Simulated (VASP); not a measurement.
GaAs2:

```
Ga As
1.0
     3.69691    0.00000    0.00000
    -1.84845    3.20161    0.00000
     0.00000    0.00000   10.84335
Ga As
2 4
Direct
  0.33333 0.66667 0.25000
  0.66667 0.33333 0.75000
  0.33333 0.66667 0.57093
  0.66667 0.33333 0.07093
  0.33333 0.66667 0.92907
  0.66667 0.33333 0.42907
```

| Quantity | Value |
| --- | --- |
| Program | VASP 6.6.1 |
| Task | relaxation of cell and atoms |
| Functional | PBE |
| Potentials or basis | VASP PAW PBE potentials, release 64 (Ga_d, As) |
| Cutoff | 600 eV |
| k mesh | 12 × 12 × 4 |
| Occupations | gaussian, width 0.1 eV |
| Spin | no spin polarisation |

At the start: pressure 0.6 GPa; volume 21.39 Å³/atom.

**Question.** How do energy, volume and symmetry change on relaxing?

**Answer.** Over 11 steps the energy falls by 5.4 meV/atom and the volume is 21.87 Å³/atom (+2.2 %); space group P6_3/mmc (No. 194, to 0.1 Å) before and after.

The path:
| step | energy change (eV) | largest force (eV/Å) | pressure (GPa) | volume (Å³) |
| --- | --- | --- | --- | --- |
| 1 | 0.0000 | 0.0559 | 0.57 | 128.34 |
| 2 | -0.0076 | 0.0930 | -0.28 | 129.76 |
| 3 | -0.0077 | 0.1092 | -0.37 | 129.91 |
| 4 | -0.0141 | 0.1176 | -0.25 | 129.65 |
| 5 | -0.0238 | 0.1395 | 0.21 | 128.81 |
| 6 | -0.0294 | 0.0390 | 0.42 | 129.37 |
| 7 | -0.0302 | 0.0170 | 0.51 | 129.66 |
| 8 | -0.0308 | 0.0482 | -0.45 | 132.37 |
| 9 | -0.0323 | 0.0178 | -0.01 | 131.12 |
| 10 | -0.0324 | 0.0107 | 0.03 | 131.22 |
| 11 | -0.0325 | 0.0044 | 0.02 | 131.20 |

Final structure:
```
Ga As
1.0
     3.64772    0.00000    0.00000
    -1.82386    3.15902    0.00000
     0.00000    0.00000   11.38535
Ga As
2 4
Direct
  0.33333 0.66667 0.25000
  0.66667 0.33333 0.75000
  0.33333 0.66667 0.56713
  0.66667 0.33333 0.06713
  0.33333 0.66667 0.93287
  0.66667 0.33333 0.43287
```
